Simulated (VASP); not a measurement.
# SmBiH3 (P4/mmm) in VASP: further runs

SmBiH3 is run at these levels: PBE; tasks: single point, relaxation of cell and atoms.

Everything below comes from runs of VASP 6.6.1. Logs are shortened: lines on timing, memory, paths and dates and some standing lists are left out, and cuts for length are marked.

### Step 1. The cell of the first run

Symmetry: P4/mmm, No. 123, tetragonal system. The conventional cell has a = 4.525 Å, b = 4.525 Å, c = 3.957 Å, α = 90.00°, β = 90.00°, γ = 90.00°. Within 2.6 Å of Sm (site symmetry 4/mmm) lie 2 H at 1.98 Å. Bi (site symmetry 4/mmm) has 16 H at 3.01 to 3.76 Å and 4 Sm at 3.20 Å and 2 Bi at 3.96 Å within 4.0 Å. Within 3.2 Å of H (site symmetry mmm) lie 6 H at 2.26 to 3.20 Å and 4 Sm at 3.01 Å and 4 Bi at 3.01 Å. Within 2.6 Å of H (site symmetry 4/mmm) lie 2 Sm at 1.98 Å and 4 H at 2.26 Å.

The cell was built from a structure type or drawn by symmetry, and may not be a known phase.

### Step 2. Single point, PBE

File INCAR:

```
SYSTEM = SmBiH3
ALGO = Normal ; EDIFF = 1E-6
ENCUT = 500 ; GGA = PE
GGA_COMPAT = .FALSE. ; ISIF = 2
ISMEAR = 0 ; LASPH = .TRUE.
LCHARG = .FALSE. ; LMAXMIX = 6
LREAL = .FALSE. ; LWAVE = .FALSE.
NBANDS = 22 ; NELM = 200
PREC = Accurate ; SIGMA = 0.1
```

File KPOINTS:

```
k-points
0
G
  8 8 10
  0 0 0
```

File POSCAR:

```
SmBiH3
1.0
    4.5249374706      0.0000000000      0.0000000000
    0.0000000000      4.5249374706      0.0000000000
    0.0000000000      0.0000000000      3.9570695628
Sm Bi H
1 1 3
Direct
    0.5000000000      0.5000000000      0.0000000000
    0.0000000000      0.0000000000      0.0000000000
    0.5000000000      0.0000000000      0.5000000000
    0.0000000000      0.5000000000      0.5000000000
    0.5000000000      0.5000000000      0.5000000000
```

Potentials or basis: VASP PAW PBE potentials, release 64 (Sm_3, Bi_d, H), 4f in core.

Started as:

```
$ cat potpaw_PBE.64/Sm_3/POTCAR potpaw_PBE.64/Bi_d/POTCAR potpaw_PBE.64/H/POTCAR > POTCAR
$ mpirun -np 1 vasp_std > vasp.out
```

OUTCAR:

```text
SYSTEM = SmBiH3
   EDIFF = 1E-6
   ENCUT = 500
   GGA = PE
   ISIF = 2
   ISMEAR = 0
   LASPH = .TRUE.
   LREAL = .FALSE.
   NELM = 200
   PREC = Accurate

 ion  position               nearest neighbor table
   1  0.500  0.500  0.000-   5 1.98   5 1.98   2 3.20   2 3.20   2 3.20   2 3.20
   2  0.000  0.000  0.000-   1 3.20   1 3.20   1 3.20   1 3.20
   3  0.500  0.000  0.500-
   4  0.000  0.500  0.500-
   5  0.500  0.500  0.500-   1 1.98   1 1.98

  LATTYP: Found a simple tetragonal cell.
 ALAT       =     4.5249374706
 C/A-ratio  =     0.8745025956

  Lattice vectors:

 A1 = (   4.5249374706,   0.0000000000,   0.0000000000)
 A2 = (   0.0000000000,   4.5249374706,   0.0000000000)
 A3 = (   0.0000000000,   0.0000000000,   3.9570695628)

Analysis of symmetry for initial positions (statically):
=====================================================================
 Subroutine PRICEL returns:
 Original cell was already a primitive cell.

 Routine SETGRP: Setting up the symmetry group for a
 simple tetragonal supercell.

 Subroutine GETGRP returns: Found 16 space group operations
 (whereof 16 operations were pure point group operations)
 out of a pool of 16 trial point group operations.

The static configuration has the point symmetry D_4h.

Analysis of symmetry for dynamics (positions and initial velocities):
=====================================================================
 Subroutine PRICEL returns:
 Original cell was already a primitive cell.

 Routine SETGRP: Setting up the symmetry group for a
 simple tetragonal supercell.

 Subroutine GETGRP returns: Found 16 space group operations
 (whereof 16 operations were pure point group operations)
 out of a pool of 16 trial point group operations.

The dynamic configuration has the point symmetry D_4h.

 Subroutine INISYM returns: Found 16 space group operations
 (whereof 16 operations are pure point group operations),
 and found     1 'primitive' translations

----------------------------------------------------------------------------------------

                                     Primitive cell
[... 86 lines left out ...]
   NGXF,Y,Z  is equivalent  to a cutoff of  26.45, 26.45, 25.21 a.u.
 SYSTEM =  SmBiH3
   PREC   = accura    normal or accurate (medium, high low for compatibility)
   ISTART =      0    job   : 0-new  1-cont  2-samecut
   ICHARG =      2    charge: 1-file 2-atom 10-const
   ISPIN  =      1    spin polarized calculation?
   LNONCOLLINEAR =      F non collinear calculations
   LSORBIT =      F    spin-orbit coupling
   LASPH  =      T    aspherical Exc in radial PAW
   ENCUT  =  500.0 eV  36.75 Ry    6.06 a.u.   8.25  8.25  7.21*2*pi/ulx,y,z
   NELM   =    200;   NELMIN=  2; NELMDL= -5     # of ELM steps
   EDIFF  = 0.1E-05   stopping-criterion for ELM
   LREAL  =      F    real-space projection
   EDIFFG = 0.1E-04   stopping-criterion for IOM
   NSW    =      0    number of steps for IOM
   IBRION =     -1    ionic relax: 0-MD 1-quasi-New 2-CG
   NFREE  =      0    steps in history (QN), initial steepest desc. (CG)
   ISIF   =      2    stress and relaxation
   ISYM   =      2    0-nonsym 1-usesym 2-fastsym
   POTIM  = 0.5000    time-step for ionic-motion
   TEBEG  =    0.0;   TEEND  =   0.0 temperature during run
   PSTRESS=    0.0 pullay stress
   NELECT =      29.0000    total number of electrons
   NUPDOWN=      -1.0000    fix difference up-down
   EMIN   =  10.00;   EMAX   =-10.00  energy-range for DOS
   EFERMI =   0.00;   METHOD = LEGACY
   ISMEAR =     0;   SIGMA  =   0.10  broadening in eV -4-tet -1-fermi 0-gaus
   EFERMI_NEDOS =   21; number of points for ismear=-14 and -15
   IALGO  =     38    algorithm
   IMIX   =      4    mixing-type and parameters
     AMIX     =   0.40;   BMIX     =  1.00
     AMIX_MAG =   1.60;   BMIX_MAG =  1.00
  volume/ion in A,a.u.               =      16.20       109.35
  Fermi-wavevector in a.u.,A,eV,Ry     =   1.162361  2.196545 18.382617  1.351084
  Thomas-Fermi vector in A             =   2.298923
   LORBIT       =      0    0 simple, 1 ext, 2 COOP (PROOUT), +10 PAW based schemes
   GGA     = PE    functional components
   LHFCALC =     F    Hartree Fock is set to
   AEXX    =    0.0000 exact exchange contribution
   IVDW    =     0    specifies the selected vdW correction
   LEPSILON=     F    determine dielectric tensor
   LRPA    =     F    only Hartree local field effects (RPA)
 non-spin polarized calculation
 Gauss-broadening in eV      SIGMA  =   0.10
  energy-cutoff  :      500.00
  volume of cell :       81.02
 maximum number of plane-waves:      2086
 NGX is ok and might be reduce to    36
   NGX = 17   NGY = 17   NGZ = 15

 number of electron      29.0000009 magnetization

 Free energy of the ion-electron system (eV)
  ---------------------------------------------------
  ext. energy  EPLUGINS =         0.00000000
  ---------------------------------------------------
  free energy    TOTEN  =       -17.09848041 eV

  energy without entropy =      -17.09491204  energy(sigma->0) =      -17.09669622

 E-fermi :   3.6980     XC(G=0):  -9.6440

 val. band max:        3.6905109007   @ k =   0.5000   0.1250   0.5000
 cond. band min:       3.7188102175   @ k =   0.0000   0.0000   0.3000
 fundamental gap:      0.0282993168
 Fermi energy:         3.6979912590

 k-point     1 :       0.0000    0.0000    0.0000
  band No.  band energies     occupation
      1     -37.3066      2.00000
      2     -18.9731      2.00000
      3     -18.8771      2.00000
      4     -18.8771      2.00000
      5     -18.8161      2.00000
      6     -18.7634      2.00000
[... 589 lines left out ...]
     21       9.5516      0.00000
     22      10.9267      0.00000

 [... further k-points ...]
[... 5 lines left out ...]
  --------------------------------------------------------------------------------------
  -------------------------------------------------------------------------------------
  Total       -0.0060469     -0.0060469      0.1490822      0.0000000      0.0000000      0.0000000
  in kB       -0.1195763     -0.1195763      2.9480684      0.0000000      0.0000000      0.0000000
  external PRESSURE =       0.9029719 kB  Pullay stress =       0.0000000 kB

 VOLUME and BASIS-vectors are now :
 -----------------------------------------------------------------------------
  energy-cutoff  :      500.00
  volume of cell :       81.02
      direct lattice vectors                 reciprocal lattice vectors
     4.524937471  0.000000000  0.000000000     0.220997529  0.000000000  0.000000000
     0.000000000  4.524937471  0.000000000     0.000000000  0.220997529  0.000000000
     0.000000000  0.000000000  3.957069563     0.000000000  0.000000000  0.252712262

 POSITION                                       TOTAL-FORCE (eV/Angst)
 -----------------------------------------------------------------------------------
      2.26247      2.26247      0.00000         0.000000      0.000000      0.000000
      0.00000      0.00000      0.00000         0.000000      0.000000      0.000000
      2.26247      0.00000      1.97853         0.000000      0.000000      0.000000
      0.00000      2.26247      1.97853         0.000000      0.000000      0.000000
      2.26247      2.26247      1.97853         0.000000      0.000000      0.000000
 -----------------------------------------------------------------------------------
    total drift:                                0.000000      0.000000     -0.000000

  FREE ENERGIE OF THE ION-ELECTRON SYSTEM (eV)
  ---------------------------------------------------
  free  energy   TOTEN  =       -17.0984804060 eV

  energy  without entropy=      -17.0949120380  energy(sigma->0) =      -17.09669622
```

stdout:

```text
POSCAR found type information on POSCAR SmBiH
 POSCAR found :  3 types and       5 ions
 scaLAPACK will be used
 LDA part: xc-table for (Slater+PW92), standard interpolation
 POSCAR, INCAR and KPOINTS ok, starting setup
 FFT: planning ... GRIDC
 FFT: planning ... GRID_SOFT
 FFT: planning ... GRID
 WAVECAR not read
 entering main loop
```

Wall time 1.7 min (1 thread of Intel Xeon 6975P-C (Granite Rapids), shared host); peak memory 0.3 GiB.

Results:

```yaml
Free_energy: -17.0985 eV
Pressure: 0.1 GPa
Band_gap_on_the_k_mesh: zero (an odd number of electrons rules out a gap without spin polarisation)
```

Levels at points of the mesh, in eV from the Fermi level:
```
           k point  band 11  band 12  band 13  band 14  band 15  band 16  band 17  band 18
(0.00, 0.00, 0.00)    -5.29    -2.60    -0.47    -0.42    -0.42     1.14     2.19     3.35
(0.50, 0.00, 0.00)    -5.84    -3.59    -2.00    -1.94     0.58     1.52     3.19     3.60
(0.50, 0.50, 0.00)    -4.63    -4.03    -4.03     1.90     1.97     1.97     2.67     2.67
(0.00, 0.00, 0.50)    -5.13    -1.37    -0.16     0.43     0.43     0.44     1.27     1.27
(0.50, 0.00, 0.50)    -4.50    -3.24    -3.00    -1.42     0.50     0.86     1.57     3.06
(0.50, 0.50, 0.50)    -3.24    -3.24    -1.98    -1.26    -1.26    -1.16     3.29     3.71
```

Caveat: spin-orbit coupling is left out, which moves the levels of the heavy elements; the 4f electrons are frozen in the core, so they carry no moment and show no levels. Spin polarisation is off, so any magnetic state and its effect on volume and gap are missing.

### Step 3. Single point, PBE

File INCAR:

```
PREC = Accurate
ENCUT = 500
EDIFF = 1E-6
ISMEAR = 0
SIGMA = 0.1
LREAL = False
LASPH = True
NELM = 200
ALGO = Normal
ISIF = 2
LWAVE = False
LCHARG = False
GGA = PE
NBANDS = 22
GGA_COMPAT = False
LMAXMIX = 6
```

File KPOINTS:

```
Automatic mesh
0
Gamma
  8 8 10
```

POSCAR is that of step 2.

Potentials or basis: VASP PAW PBE potentials, release 64 (Sm_3, Bi_d, H), 4f in core.

Started as:

```
$ cat potpaw_PBE.64/Sm_3/POTCAR potpaw_PBE.64/Bi_d/POTCAR potpaw_PBE.64/H/POTCAR > POTCAR
$ mpirun -np 1 vasp_std > vasp.out
```

Wall time 2 min (1 thread of Intel Xeon 6975P-C (Granite Rapids), shared host); peak memory 0.3 GiB.

It converged, with:

```
Free energy            : -17.0985 eV
Pressure               : 0.1 GPa
Band gap on the k mesh : zero (an odd number of electrons rules out a gap without spin polarisation)
```

Stress tensor (GPa, compression positive):
```
-0.01  0.00  0.00
 0.00 -0.01  0.00
 0.00  0.00  0.29
```

Levels at points of the mesh, in eV from the Fermi level:
```
           k point  band 12  band 13  band 14  band 15  band 16  band 17
(0.00, 0.00, 0.00)    -2.60    -0.47    -0.42    -0.42     1.14     2.19
(0.50, 0.00, 0.00)    -3.59    -2.00    -1.94     0.58     1.52     3.19
(0.50, 0.50, 0.00)    -4.03    -4.03     1.90     1.97     1.97     2.67
(0.00, 0.00, 0.50)    -1.37    -0.16     0.43     0.43     0.44     1.27
(0.50, 0.00, 0.50)    -3.24    -3.00    -1.42     0.50     0.86     1.57
(0.50, 0.50, 0.50)    -3.24    -1.98    -1.26    -1.26    -1.16     3.29
```

Caveat: spin-orbit coupling is left out, which moves the levels of the heavy elements; the 4f electrons are frozen in the core, so they carry no moment and show no levels. Spin polarisation is off, so any magnetic state and its effect on volume and gap are missing.

### Step 4. Relaxation of cell and atoms, PBE

File INCAR:

```
SYSTEM = SmBiH3
ALGO = Normal
EDIFF = 1E-7
EDIFFG = -0.01
ENCUT = 500
GGA = PE
GGA_COMPAT = .FALSE.
IBRION = 2
ISIF = 3
ISMEAR = 0
LASPH = .TRUE.
LCHARG = .FALSE.
LMAXMIX = 6
LREAL = .FALSE.
LWAVE = .FALSE.
NELM = 200
NELMIN = 4
NSW = 100
PREC = Accurate
SIGMA = 0.1
```

File KPOINTS:

```
k-points
0
G
  8 8 10
  0 0 0
```

Changes to POSCAR since step 3:

```diff
@@ -2,5 +2,5 @@
 1.0
-    4.5249374706      0.0000000000      0.0000000000
-    0.0000000000      4.5249374706      0.0000000000
-    0.0000000000      0.0000000000      3.9570695628
+    4.5412537478      0.0000000000      0.0000000000
+    0.0000000000      4.5412537478      0.0000000000
+    0.0000000000      0.0000000000      3.9302307092
 Sm Bi H
```

Potentials or basis: VASP PAW PBE potentials, release 64 (Sm_3, Bi_d, H), 4f in core.

Started as:

```
$ cat potpaw_PBE.64/Sm_3/POTCAR potpaw_PBE.64/Bi_d/POTCAR potpaw_PBE.64/H/POTCAR > POTCAR
$ mpirun -np 1 vasp_std > vasp.out
```

OUTCAR:

```text
SYSTEM = SmBiH3
   EDIFF = 1E-7
   EDIFFG = -0.01
   ENCUT = 500
   GGA = PE
   IBRION = 2
   ISIF = 3
   ISMEAR = 0
   LASPH = .TRUE.
   LREAL = .FALSE.
   NELM = 200
   NELMIN = 4
   NSW = 100
   PREC = Accurate

 ion  position               nearest neighbor table
   1  0.500  0.500  0.000-   5 1.97   5 1.97   2 3.21   2 3.21   2 3.21   2 3.21
   2  0.000  0.000  0.000-   1 3.21   1 3.21   1 3.21   1 3.21
   3  0.500  0.000  0.500-
   4  0.000  0.500  0.500-
   5  0.500  0.500  0.500-   1 1.97   1 1.97

  LATTYP: Found a simple tetragonal cell.
 ALAT       =     4.5412537478
 C/A-ratio  =     0.8654505842

  Lattice vectors:

 A1 = (   4.5412537478,   0.0000000000,   0.0000000000)
 A2 = (   0.0000000000,   4.5412537478,   0.0000000000)
 A3 = (   0.0000000000,   0.0000000000,   3.9302307092)

Analysis of symmetry for initial positions (statically):
=====================================================================
 Subroutine PRICEL returns:
 Original cell was already a primitive cell.

 Routine SETGRP: Setting up the symmetry group for a
 simple tetragonal supercell.

[... 175 lines left out ...]

------------------------ aborting loop because EDIFF is reached ----------------------------------------

  FORCE on cell =-STRESS in cart. coord.  units (eV):
  Direction    XX          YY          ZZ          XY          YZ          ZX
  --------------------------------------------------------------------------------------
  -------------------------------------------------------------------------------------
  Total       -0.2508725     -0.2508725      0.7861341      0.0000000     -0.0000000      0.0000000
  in kB       -4.9589987     -4.9589987     15.5395209      0.0000000     -0.0000000      0.0000000
  external PRESSURE =       1.8738412 kB  Pullay stress =       0.0000000 kB
[... 104 lines left out ...]
--------------------------------------- Ionic step        4  -------------------------------------------

 number of electron      29.0000009 magnetization

 Free energy of the ion-electron system (eV)
  ---------------------------------------------------
  ext. energy  EPLUGINS =         0.00000000
  ---------------------------------------------------
  free energy    TOTEN  =       -17.09858115 eV

  energy without entropy =      -17.09501943  energy(sigma->0) =      -17.09680029

 E-fermi :   3.6837     XC(G=0):  -9.6368

 val. band max:        3.6748714753   @ k =   0.5000   0.1250   0.5000
 cond. band min:       3.7066306291   @ k =   0.0000   0.0000   0.3000
 fundamental gap:      0.0317591538
 Fermi energy:         3.6837439111

 k-point     1 :       0.0000    0.0000    0.0000
  band No.  band energies     occupation
      1     -37.3252      2.00000
      2     -18.9859      2.00000
      3     -18.8903      2.00000
      4     -18.8903      2.00000
      5     -18.8291      2.00000
      6     -18.7764      2.00000
[... 481 lines left out ...]
      5     -18.8806      2.00000
      6     -18.7686      2.00000
[... 10 lines left out ...]
     17       6.6264      0.00000
     18       7.1439      0.00000

 [... further k-points ...]
[... 5 lines left out ...]
  --------------------------------------------------------------------------------------
  -------------------------------------------------------------------------------------
  Total       -0.0189955     -0.0189955     -0.0149031      0.0000000      0.0000000      0.0000000
  in kB       -0.3749953     -0.3749953     -0.2942065      0.0000000      0.0000000      0.0000000
  external PRESSURE =      -0.3480657 kB  Pullay stress =       0.0000000 kB
[... 20 lines left out ...]
  FREE ENERGIE OF THE ION-ELECTRON SYSTEM (eV)
  ---------------------------------------------------
  free  energy   TOTEN  =       -17.0985811506 eV

  energy  without entropy=      -17.0950194271  energy(sigma->0) =      -17.09680029

 reached required accuracy - stopping structural energy minimisation
```

CONTCAR:

```text
SmBiH3
   1.00000000000000
     4.5252663281326813    0.0000000000000000    0.0000000000000000
     0.0000000000000000    4.5252663281326813    0.0000000000000000
     0.0000000000000000   -0.0000000000000000    3.9632116965403665
  Sm              Bi              H
     1     1     3
Direct
     0.5000000000000000    0.5000000000000000    1.0000000000000000
     0.0000000000000000    1.0000000000000000    0.0000000000000000
     0.5000000000000000    1.0000000000000000    0.5000000000000000
     0.0000000000000000    0.5000000000000000    0.5000000000000000
     0.5000000000000000    0.5000000000000000    0.5000000000000000

  0.00000000E+00  0.00000000E+00  0.00000000E+00
  0.00000000E+00  0.00000000E+00  0.00000000E+00
  0.00000000E+00  0.00000000E+00  0.00000000E+00
  0.00000000E+00  0.00000000E+00  0.00000000E+00
  0.00000000E+00  0.00000000E+00  0.00000000E+00
```

Wall time 6 min (1 thread of Intel Xeon 6975P-C (Granite Rapids), shared host); peak memory 0.31 GiB.

What came out:

```yaml
Free_energy: -17.0986 eV
Relaxed_volume: 16.23 Å³/atom
Relaxed_cell: a = 4.525 Å, b = 4.525 Å, c = 3.963 Å, α = 90.00°, β = 90.00°, γ = 90.00°
Space_group_after_relaxing_to_0.1_Å: P4/mmm (No. 123)
Energy_gained_by_relaxing: 0.8 meV/atom
Ionic_steps: 4
Pressure_after_relaxing: 0.0 GPa
Band_gap_on_the_k_mesh: zero (an odd number of electrons rules out a gap without spin polarisation)
```

Step by step:
```
step  energy change (eV)  largest force (eV/Å)  pressure (GPa)  volume (Å³)
   1              0.0000                0.0000            0.19        81.05
   2             -0.0040                0.0000           -0.08        81.27
   3             -0.0041                0.0000           -0.12        81.31
   4             -0.0041                0.0000           -0.03        81.16
```

Final structure:
```cif
data_structure
_symmetry_space_group_name_H-M 'P 1'
_symmetry_Int_Tables_number 1
_cell_length_a 4.5253
_cell_length_b 4.5253
_cell_length_c 3.9632
_cell_angle_alpha 90.000
_cell_angle_beta 90.000
_cell_angle_gamma 90.000
_cell_volume 81.16
loop_
_atom_site_label
_atom_site_type_symbol
_atom_site_fract_x
_atom_site_fract_y
_atom_site_fract_z
_atom_site_occupancy
Sm1 Sm 0.50000 0.50000 0.00000 1
Bi1 Bi 0.00000 0.00000 0.00000 1
H1 H 0.50000 0.00000 0.50000 1
H2 H 0.00000 0.50000 0.50000 1
H3 H 0.50000 0.50000 0.50000 1
```

Levels at points of the mesh, in eV from the Fermi level:
```csv
k point,band 10,band 11,band 12,band 13,band 14,band 15,band 16,band 17,band 18
"(0.00, 0.00, 0.00)",-11.25,-5.28,-2.59,-0.46,-0.42,-0.42,1.13,2.19,3.34
"(0.50, 0.00, 0.00)",-10.59,-5.83,-3.58,-2.00,-1.93,0.57,1.52,3.18,3.59
"(0.50, 0.50, 0.00)",-10.71,-4.61,-4.02,-4.02,1.88,1.96,1.96,2.66,2.66
"(0.00, 0.00, 0.50)",-10.55,-5.13,-1.37,-0.16,0.43,0.43,0.44,1.28,1.28
"(0.50, 0.00, 0.50)",-9.99,-4.49,-3.24,-3.00,-1.43,0.50,0.87,1.58,3.06
"(0.50, 0.50, 0.50)",-10.20,-3.23,-3.23,-1.97,-1.27,-1.27,-1.17,3.29,3.71
```

Caveat: spin-orbit coupling is left out, which moves the levels of the heavy elements; the 4f electrons are frozen in the core, so they carry no moment and show no levels. Spin polarisation is off, so any magnetic state and its effect on volume and gap are missing.
